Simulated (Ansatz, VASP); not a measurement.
Be3Cd2O3 in VASP and in Ansatz

```xyz
8
Lattice="5.1023 0.0000 0.0000 -2.5512 4.4187 0.0000 0.0000 0.0000 6.4712" Properties=species:S:1:pos:R:3 pbc="T T T"
Be    0.0000    0.0000    0.0000
Be    0.0000    2.9458    0.0000
Be    2.5512    1.4729    0.0000
Cd    0.0000    2.9458    3.2356
Cd    2.5512    1.4729    3.2356
O     2.5512    0.0000    0.0000
O    -1.2756    2.2094    0.0000
O     1.2756    2.2094    0.0000
```

Alike in both runs: functional PBE; k mesh 3 × 3 × 4; occupations gaussian, width 0.2 eV; no spin polarisation.

Ansatz relaxed the structure, and its values are those at the end. VASP's run is a single point on that final structure, the one shown.

|  | VASP | Ansatz |
| --- | --- | --- |
| version | VASP 6.6.1 | Ansatz 0.2.0 |
| potentials or method | VASP PAW PBE potentials, release 64 (Be, Cd, O), cutoff 600 eV | scalar-relativistic, plane waves, PAW |
| valence electrons in the cell | 48 | 64 |

|  | VASP | Ansatz | Ansatz less VASP |
| --- | --- | --- | --- |
| gap on the k mesh at the Fermi level (eV) | 0.37 | 0.37 | -0.001 |
| least direct gap on the mesh (eV) | 0.62 | 0.62 | -0.002 |
| pressure (GPa) | 0.1 | 0.3 | +0.18 |

VASP's potentials hold 48 valence electrons a cell and Ansatz's 64, so a difference there can come from the potentials and not from the codes.

The k mesh is coarse, so the values compare programs but aren't converged.
